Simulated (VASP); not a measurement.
KI:

```
I K
1.0
     0.00000    3.53277    3.53277
     3.53277    0.00000    3.53277
     3.53277    3.53277    0.00000
I K
1 1
Direct
  0.50000 0.50000 0.50000
  0.00000 0.00000 0.00000
```

```yaml
Program: VASP 6.6.1
Task: relaxation of cell and atoms
Functional: PBEsol
Dispersion: D3(BJ)
Potentials_or_basis: VASP PAW PBE potentials, release 64 (I, K_sv)
Cutoff: 600 eV
k_mesh: 7 × 7 × 7
Occupations: fermi-dirac, width 0.05 eV
Spin: no spin polarisation
```

At the start: pressure -1.1 GPa; volume 44.09 Å³/atom.

Problem. Where does the relaxation end?

Solution. Over 4 steps the energy falls by 15.1 meV/atom and the volume is 40.13 Å³/atom (-9.0 %); space group Fm-3m (No. 225, to 0.1 Å) before and after.

The path:
| step | energy change (eV) | largest force (eV/Å) | pressure (GPa) | volume (Å³) |
| --- | --- | --- | --- | --- |
| 1 | 0.0000 | 0.0000 | -1.11 | 88.18 |
| 2 | -0.0216 | 0.0000 | -0.65 | 84.34 |
| 3 | -0.0299 | 0.0000 | -0.12 | 80.95 |
| 4 | -0.0302 | 0.0000 | 0.01 | 80.27 |

Final structure:
```yaml
crystal:
  lattice:
    - [0.00000, 3.42373, 3.42373]
    - [3.42373, 0.00000, 3.42373]
    - [3.42373, 3.42373, 0.00000]
  atoms:
    - { symbol: I, position: [0.50000, 0.50000, 0.50000] }
    - { symbol: K, position: [0.00000, 0.00000, 0.00000] }
```

Caveat: the PAW data sets were made with another functional, which shifts forces and pressure a little.
